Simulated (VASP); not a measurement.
**CdS: single point with PBEsol**

Crystal: CdS.

```
Cd S
1.0
     0.00000    2.67777    2.67777
     2.67777    0.00000    2.67777
     2.67777    2.67777    0.00000
Cd S
1 1
Direct
  0.00000 0.00000 0.00000
  0.50000 0.50000 0.50000
```

```
Program             : VASP 6.6.1
Task                : single point
Functional          : PBEsol
Potentials or basis : VASP PAW PBE potentials, release 64 (Cd, S)
Cutoff              : 500 eV
k mesh              : 6 × 6 × 6
Occupations         : gaussian, width 0.01 eV
Spin                : no spin polarisation
```

```yaml
Pressure: 2.7 GPa
Band_gap_on_the_k_mesh: 0.10 eV, indirect (least direct gap 1.98 eV)
```

Levels at points of the mesh, in eV from the valence-band top:
| k point | band 7 | band 8 | band 9 | band 10 | band 11 | band 12 |
| --- | --- | --- | --- | --- | --- | --- |
| (0.00, 0.00, 0.00) | -0.90 | -0.90 | -0.90 | 1.08 | 9.15 | 9.15 |
| (0.50, 0.00, 0.00) | -5.22 | 0.00 | 0.00 | 3.28 | 5.73 | 5.73 |
| (0.50, 0.50, 0.00) | -4.78 | -2.46 | -2.46 | 0.10 | 5.79 | 10.15 |

It took 4.8 s on 1 thread of Intel(R) Xeon(R) 6975P-C (Granite Rapids) (shared host), peak memory 0.15 GiB.

Caveat: the PAW data sets were made with another functional, which shifts forces and pressure a little. A k mesh can miss the band edges.
